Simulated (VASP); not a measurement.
Write the native input for VASP 6.6.1 that does the following.

| Property | Result |
| --- | --- |
| Task | single point |
| Functional | LDA |
| Potentials or basis | VASP PAW LDA potentials, release 64 (Ba_sv) |
| Cutoff | 520 eV |
| k mesh | 9 × 9 × 14 |
| Occupations | gaussian, width 0.15 eV |
| Spin | no spin polarisation |
| Dipole correction | no |
| Further INCAR settings | ALGO = Normal; EDIFF = 1e-07; NBANDS = 17 |

The structure of Ba lies in POSCAR:

```
Ba
1.0
    6.7772952019      0.0000000000      0.0000000000
   -3.3886476010      5.8693098138      0.0000000000
    0.0000000000      0.0000000000      4.1658585113
Ba
2
Direct
    0.3333333333      0.6666666667      0.5000000000
    0.6666666667      0.3333333333      0.5000000000
```

This cell differs from its parent crystal: ratio of the length along z to the lengths across it x 1.1, volume and fractional coordinates fixed.

One way to write it, as run:

INCAR

```
PREC     = Accurate       # precision mode
ENCUT    = 520            # plane-wave cutoff, eV
EDIFF    = 1E-7           # SCF threshold, eV
ISMEAR   = 0              # smearing method
SIGMA    = 0.15           # smearing width, eV
LREAL    = F              # projectors in reciprocal space
LASPH    = T              # aspherical terms in the spheres
NELM     = 100            # most SCF steps
ALGO     = Normal         # electronic algorithm
ISIF     = 2              # what is computed and relaxed
LWAVE    = F              # write WAVECAR
LCHARG   = F              # write CHGCAR
GGA      = CA             # functional
NBANDS   = 17             # bands
```

KPOINTS

```
Automatic mesh
0
Gamma
  9 9 14
```

Potentials or basis: VASP PAW LDA potentials, release 64 (Ba_sv).

Command:

```console
$ cat potpaw_LDA.64/Ba_sv/POTCAR > POTCAR
$ mpirun -np 1 vasp_std > vasp.out
```

Results of the run:

The pressure is -0.6 GPa and the band gap on the k mesh is zero (band 10 reaches 0.98 eV, above the bottom of band 11 at -0.03 eV).

Caveat: spin-orbit coupling is left out, which moves the levels of the heavy elements.

Wall time 2.2 min on 1 thread of AMD EPYC 9R45 96-Core Processor (Zen 5), with other jobs on the host, peak memory 0.34 GiB.
